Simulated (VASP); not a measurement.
# SiC in VASP: a series of runs, part 2 of 2

VASP 6.6.1. The steps go on from the part before.

## (3) Single point, r2SCAN

This run uses another cell than the first one, of 10.33 Å³/atom, 1.170 times its volume.

POSCAR

```
SiC
1.0
    0.0000000000      2.1780497564      2.1780497564
    2.1780497564      0.0000000000      2.1780497564
    2.1780497564      2.1780497564      0.0000000000
Si C
1 1
Direct
    0.2500000000      0.2500000000      0.2500000000
    0.0000000000      0.0000000000      0.0000000000
```

INCAR.step1

```
SYSTEM = SiC
ALGO     = Normal         ! electronic algorithm
EDIFF    = 1E-4           ! SCF threshold, eV
ENCUT    = 520            ! plane-wave cutoff, eV
GGA      = PE             ! functional
ISMEAR   = 0              ! smearing method
LASPH    = .TRUE.         ! aspherical terms in the spheres
LCHARG   = .FALSE.        ! write CHGCAR
LREAL    = .FALSE.        ! projectors in reciprocal space
LWAVE    = .TRUE.         ! write WAVECAR
NBANDS   = 11             ! bands
NELM     = 80             ! most SCF steps
PREC     = Accurate       ! precision mode
SIGMA    = 0.01           ! smearing width, eV
```

INCAR.step2

```
SYSTEM = SiC
ALGO     = Normal         ! electronic algorithm
EDIFF    = 1E-6           ! SCF threshold, eV
ENCUT    = 520            ! plane-wave cutoff, eV
ISIF     = 2              ! what is computed and relaxed
ISMEAR   = 0              ! smearing method
ISTART   = 1            
LASPH    = .TRUE.         ! aspherical terms in the spheres
LCHARG   = .TRUE.         ! write CHGCAR
LELF     = .TRUE.         ! ELF
LMIXTAU  = .TRUE.       
LREAL    = .FALSE.        ! projectors in reciprocal space
LVHAR    = .TRUE.       
LWAVE    = .FALSE.        ! write WAVECAR
METAGGA  = R2SCAN         ! meta-GGA
NBANDS   = 11             ! bands
NELM     = 80             ! most SCF steps
PREC     = Accurate       ! precision mode
SIGMA    = 0.01           ! smearing width, eV
```

KPOINTS

```
k-points
0
G
  10 10 10
  0 0 0
```

Potentials or basis: VASP PAW PBE potentials, release 64 (Si, C).

Run with:

```bash
$ cat potpaw_PBE.64/Si/POTCAR potpaw_PBE.64/C/POTCAR > POTCAR
$ cp INCAR.step1 INCAR
$ mpirun -np 1 vasp_std > vasp.out
$ cp INCAR.step2 INCAR
$ mpirun -np 1 vasp_std > vasp.out
```

OUTCAR:

```text
SYSTEM = SiC
   EDIFF = 1E-6
   ENCUT = 520
   ISIF = 2
   ISMEAR = 0
   ISTART = 1
   LASPH = .TRUE.
   LREAL = .FALSE.
   METAGGA = R2SCAN
   NELM = 80
   PREC = Accurate

 ion  position               nearest neighbor table
   1  0.250  0.250  0.250-   2 1.89   2 1.89   2 1.89   2 1.89
   2  0.000  0.000  0.000-   1 1.89   1 1.89   1 1.89   1 1.89

  LATTYP: Found a face centered cubic cell.
 ALAT       =     4.3560995128

  Lattice vectors:

 A1 = (   0.0000000000,   2.1780497564,   2.1780497564)
 A2 = (   2.1780497564,   0.0000000000,   2.1780497564)
 A3 = (   2.1780497564,   2.1780497564,   0.0000000000)
[... 513 lines left out ...]
      8      20.8128      0.00000
      9      22.8563      0.00000
     10      27.0948      0.00000
     11      30.5128      0.00000

 [... further k-points ...]
[... 5 lines left out ...]
  --------------------------------------------------------------------------------------
  -------------------------------------------------------------------------------------
  Total       -0.0174247     -0.0174247     -0.0174247     -0.0000000      0.0000000     -0.0000000
  in kB       -1.3509610     -1.3509610     -1.3509610     -0.0000000      0.0000000     -0.0000000
  external PRESSURE =      -1.3509610 kB  Pullay stress =       0.0000000 kB

 VOLUME and BASIS-vectors are now :
 -----------------------------------------------------------------------------
  energy-cutoff  :      520.00
  volume of cell :       20.66
      direct lattice vectors                 reciprocal lattice vectors
     0.000000000  2.178049756  2.178049756    -0.229563167  0.229563167  0.229563167
     2.178049756  0.000000000  2.178049756     0.229563167 -0.229563167  0.229563167
     2.178049756  2.178049756  0.000000000     0.229563167  0.229563167 -0.229563167

 POSITION                                       TOTAL-FORCE (eV/Angst)
 -----------------------------------------------------------------------------------
      1.08902      1.08902      1.08902        -0.000000      0.000000     -0.000000
      0.00000      0.00000      0.00000         0.000000     -0.000000      0.000000
 -----------------------------------------------------------------------------------
    total drift:                                0.000001      0.000001      0.000001

  FREE ENERGIE OF THE ION-ELECTRON SYSTEM (eV)
  ---------------------------------------------------
  free  energy   TOTEN  =       -19.3269662468 eV

  energy  without entropy=      -19.3269662468  energy(sigma->0) =      -19.32696625
```

OSZICAR.step1:

```text
N       E                     dE             d eps       ncg     rms          rms(c)
DAV:   1     0.342028697620E+01    0.34203E+01   -0.41617E+03  1050   0.676E+02
DAV:   2    -0.162559799665E+02   -0.19676E+02   -0.18747E+02  1373   0.102E+02
DAV:   3    -0.169132188505E+02   -0.65724E+00   -0.65590E+00  1280   0.157E+01
DAV:   4    -0.169157695970E+02   -0.25507E-02   -0.25506E-02  1161   0.128E+00
DAV:   5    -0.169157800522E+02   -0.10455E-04   -0.10455E-04  1285   0.769E-02    0.883E+00
DAV:   6    -0.151145000036E+02    0.18013E+01   -0.64934E+00  1148   0.114E+01    0.392E+00
DAV:   7    -0.150646786936E+02    0.49821E-01   -0.38795E-01  1226   0.356E+00    0.179E+00
DAV:   8    -0.150569293963E+02    0.77493E-02   -0.20453E-02  1163   0.950E-01    0.172E-01
DAV:   9    -0.150570261380E+02   -0.96742E-04   -0.16670E-03  1270   0.232E-01    0.113E-01
DAV:  10    -0.150571367910E+02   -0.11065E-03   -0.24155E-04  1120   0.944E-02    0.266E-02
DAV:  11    -0.150571388957E+02   -0.21047E-05   -0.41194E-05   625   0.340E-02
   1 F= -.15057139E+02 E0= -.15057139E+02  d E =-.546441E-14
```

Wall time 16 s (1 thread of Intel Xeon Platinum 8481C at 2.70GHz (Sapphire Rapids), shared host); peak memory 0.14 GiB.

Results:

| Property | Result |
| --- | --- |
| Free energy | -19.3270 eV |
| Pressure | -0.1 GPa |
| Band gap on the k mesh | 1.72 eV, indirect (least direct gap 5.06 eV) |

Levels at points of the mesh, in eV from the valence-band top:
| k point | band 1 | band 2 | band 3 | band 4 | band 5 | band 6 | band 7 | band 8 | band 9 |
| --- | --- | --- | --- | --- | --- | --- | --- | --- | --- |
| (0.00, 0.00, 0.00) | -16.19 | 0.00 | 0.00 | 0.00 | 6.85 | 7.86 | 7.86 | 7.86 | 15.22 |
| (0.50, 0.00, 0.00) | -12.56 | -8.83 | -1.11 | -1.11 | 6.00 | 7.76 | 7.76 | 10.96 | 17.43 |
| (0.50, 0.50, 0.00) | -11.10 | -8.05 | -3.34 | -3.34 | 1.72 | 4.83 | 15.15 | 15.15 | 16.01 |

Caveat: the PAW data sets were made with another functional, which shifts forces and pressure a little. r2SCAN opens gaps a little over a GGA but as a rule still falls short of measured ones.

## (4) Single point, PBE (uniaxial x strain -2.9%)

INCAR

```
ALGO     = Normal         # electronic algorithm
EDIFF    = 1E-7           # SCF threshold, eV
ENCUT    = 520            # plane-wave cutoff, eV
GGA      = PE             # functional
ISIF     = 2              # what is computed and relaxed
ISMEAR   = -1             # smearing method
LASPH    = T              # aspherical terms in the spheres
LCHARG   = F              # write CHGCAR
LREAL    = F              # projectors in reciprocal space
LWAVE    = F              # write WAVECAR
NBANDS   = 11             # bands
NELM     = 60             # most SCF steps
PREC     = Accurate       # precision mode
SIGMA    = 0.02           # smearing width, eV
```

KPOINTS

```
k-points
0
Gamma
  10 10 10
```

POSCAR

```
SiC
1.0
    0.0000000000      2.1780497564      2.1780497564
    2.1146685085      0.0000000000      2.1780497564
    2.1146685085      2.1780497564      0.0000000000
Si C
1 1
Direct
    0.2500000000      0.2500000000      0.2500000000
    0.0000000000      0.0000000000      0.0000000000
```

Run with:

```bash
$ cat potpaw_PBE.64/Si/POTCAR potpaw_PBE.64/C/POTCAR > POTCAR
$ mpirun -np 1 vasp_std > vasp.out
```

It took 8 s on 1 thread of Intel Xeon Platinum 8481C at 2.70GHz (Sapphire Rapids), shared host; peak memory 0.14 GiB.

It converged, with:

```
Free energy            : -15.0219 eV
Pressure               : 10.5 GPa
Band gap on the k mesh : 1.02 eV, indirect (least direct gap 4.53 eV)
```

Stress tensor (GPa, compression positive):
```
15.25  0.00  0.00
 0.00  8.12  0.00
 0.00  0.00  8.12
```

Levels at points of the mesh, in eV from the valence-band top:
| k point | band 1 | band 2 | band 3 | band 4 | band 5 | band 6 | band 7 | band 8 | band 9 |
| --- | --- | --- | --- | --- | --- | --- | --- | --- | --- |
| (0.00, 0.00, 0.00) | -15.78 | -0.19 | -0.19 | 0.00 | 6.46 | 7.35 | 7.42 | 7.42 | 14.10 |
| (0.50, 0.00, 0.00) | -12.09 | -8.84 | -1.37 | -1.01 | 5.50 | 6.99 | 7.54 | 10.11 | 16.33 |
| (0.50, 0.50, 0.00) | -10.69 | -8.15 | -3.28 | -3.24 | 1.29 | 4.48 | 13.83 | 14.78 | 14.88 |
| (0.00, 0.50, 0.50) | -10.45 | -7.77 | -3.59 | -3.59 | 1.02 | 3.95 | 14.17 | 14.17 | 15.38 |

Caveat: the cell differs from its parent crystal (uniaxial x strain -2.9%).

## (5) Summary

| level | cell | smearing | gap on the mesh (eV) | pressure (GPa) |
| --- | --- | --- | --- | --- |
| r2SCAN | a = 2.923 Å, angles 60.0°, 2 atoms | gaussian 0.01 eV | 1.61 | 48.0 |
| r2SCAN | a = 3.080 Å, angles 60.0°, 2 atoms | gaussian 0.01 eV | 1.72 | -0.1 |
| PBE | a = 3.080, b = 3.036, c = 3.036 Å, angles 61.0, 59.5, 59.5°, 2 atoms | fermi-dirac 0.02 eV | 1.02 | 10.5 |

Alike in all rows: task single point; potentials or basis VASP PAW PBE potentials, release 64 (Si, C); no spin polarisation; k mesh 10 × 10 × 10; cutoff (eV) 520.

Caveats: the PAW data sets were made with another functional, which shifts forces and pressure a little (some runs).

Absolute energies hang on the potentials; compare differences alone.
